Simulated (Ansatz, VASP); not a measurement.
One calculation of SiF, two programs

```
CELL_PARAMETERS angstrom
2.70242 0.00000 0.00000
-1.35121 2.34036 0.00000
0.00000 0.00000 3.87266
ATOMIC_POSITIONS crystal
Si 0.66667 0.33333 0.00000
F 0.00000 0.00000 0.50000
```

Change from the starting cell: species swapped into the CrC type (P-6m2, No. 187).

Alike in both runs: functional PBE; k mesh 24 × 24 × 14; occupations gaussian, width 0.1 eV; no spin polarisation.

Ansatz relaxed the structure, and its values are those at the end. VASP's run is a single point on that final structure, the one shown.

```csv
,VASP,Ansatz
version,VASP 6.6.1,Ansatz 0.2.0
potentials or method,"VASP PAW PBE potentials, release 64 (Si, F), cutoff 520 eV","scalar-relativistic, plane waves, PAW"
valence electrons in the cell,11,11
```

|  | VASP | Ansatz | Ansatz less VASP |
| --- | --- | --- | --- |
| gap on the k mesh at the Fermi level (eV) | none | none | - |
| pressure (GPa) | -0.2 | 0.0 | +0.21 |

A gap of «none» marks a metal or a gap that the smearing closes.
